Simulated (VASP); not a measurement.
The system is Li2ZrO2.

```
Li Zr O
1.0
    -1.59761    1.59761    5.53259
     1.59761   -1.59761    5.53259
     1.59761    1.59761   -5.53259
Li Zr O
2 1 2
Direct
  0.33364 0.33364 0.00000
  0.66636 0.66636 0.00000
  0.00000 0.00000 0.00000
  0.25000 0.75000 0.50000
  0.75000 0.25000 0.50000
```

- Program: VASP 6.6.1
- Task: relaxation of cell and atoms
- Functional: PBE
- Potentials or basis: VASP PAW PBE potentials, release 64 (Li_sv, Zr_sv, O)
- Cutoff: 600 eV
- k mesh: 8 × 8 × 8
- Occupations: gaussian, width 0.1 eV
- Spin: no spin polarisation

At the start: pressure 6.6 GPa; volume 11.30 Å³/atom.

Task: Where does the relaxation end?

Result: Over 19 steps the energy falls by 1154.0 meV/atom and the volume is 9.47 Å³/atom (-16.2 %); space group I4/mmm (No. 139, to 0.05 Å).

The path:
```
step  energy change (eV)  largest force (eV/Å)  pressure (GPa)  volume (Å³)
   1              0.0000                0.8285            6.62        56.48
   2             -1.2577                1.1640           -3.18        60.13
   3             -3.0854                1.0970          -15.49        65.33
   4             -1.8897                1.6619          -26.87        71.14
   5             -3.5246                0.9017          -19.55        67.16
   6             -4.0356                0.3990          -20.79        65.76
   7             -4.2680                0.0485          -21.39        64.57
   8             -4.2231                1.1452          -21.29        61.87
   9             -4.3349                0.3491          -21.58        63.75
  10             -4.8432                0.5323          -18.62        59.64
  11             -5.5094                0.9808           -8.93        51.99
  12             -4.5493                2.4221           43.07        38.70
  13             -5.6128                1.2070           -2.74        49.02
  14             -5.6193                1.2871           -0.39        48.09
  15             -5.6844                0.9499           -0.05        47.85
  16             -5.7374                0.2850            0.87        47.37
  17             -5.7563                0.1783            0.04        47.50
  18             -5.7682                0.0087           -1.25        47.72
  19             -5.7702                0.0011           -0.33        47.35
```

Final structure:
```yaml
crystal:
  lattice:
    - [-1.82193, 1.82193, 3.56635]
    - [1.82193, -1.82193, 3.56635]
    - [1.82193, 1.82193, -3.56635]
  atoms:
    - { symbol: Li, position: [0.33315, 0.33315, 0.00000] }
    - { symbol: Li, position: [0.66685, 0.66685, 0.00000] }
    - { symbol: Zr, position: [0.00000, 0.00000, 0.00000] }
    - { symbol: O, position: [0.25000, 0.75000, 0.50000] }
    - { symbol: O, position: [0.75000, 0.25000, 0.50000] }
```

Caveat: the cutoff is under 1.25 times the usual one of these potentials, so pressure, stress and relaxed cells hold a basis-set (Pulay) error; the volume moved by over 15 % at a fixed basis, so the end points are rough.
